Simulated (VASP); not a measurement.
Write the native input for VASP 6.6.1 that does the following.

```
Task                   : single point
Functional             : LDA
Potentials or basis    : VASP PAW LDA potentials, release 64 (Nb_sv, P)
Cutoff                 : 520 eV
k mesh                 : 11 × 11 × 11
Occupations            : fermi-dirac, width 0.05 eV
Spin                   : no spin polarisation
Dipole correction      : no
Further INCAR settings : ALGO = Normal; EDIFF = 1e-06; NBANDS = 26
```

The structure of NbP lies in POSCAR:

```
NbP
1.0
   -1.6636818200      1.6636818200      5.7015827992
    1.6636818200     -1.6636818200      5.7015827992
    1.6636818200      1.6636818200     -5.7015827992
Nb P
2 2
Direct
    0.2498808000      0.7498808000      0.5000000000
    0.4998808000      0.4998808000      0.0000000000
    0.8327477700      0.3327477700      0.5000000000
    0.0827477700      0.0827477700      0.0000000000
```

One way to write it, as run:

INCAR

```
SYSTEM = NbP
  ALGO = Normal
  EDIFF = 1E-6
  ENCUT = 520
  ISIF = 2
  ISMEAR = -1
  LASPH = .True.
  LCHARG = .False.
  LREAL = .False.
  LWAVE = .False.
  NBANDS = 26
  NELM = 80
  PREC = Accurate
  SIGMA = 0.05
```

KPOINTS

```
k-points
0
Gamma
  11 11 11
  0 0 0
```

Potentials or basis: VASP PAW LDA potentials, release 64 (Nb_sv, P).

Command:

```console
$ cat potpaw_LDA.64/Nb_sv/POTCAR potpaw_LDA.64/P/POTCAR > POTCAR
$ mpirun -np 1 vasp_std > vasp.out
```

Results of the run:

```yaml
Pressure: -5.9 GPa
Largest_force: 0.022 eV/Å
Band_gap_on_the_k_mesh: zero (filled and empty bands overlap)
```

Caveat: the cell stands under tension.

It took 7.4 min on 1 thread of Intel(R) Xeon(R) Platinum 8488C (Sapphire Rapids), on a shared host, peak memory 0.37 GiB.
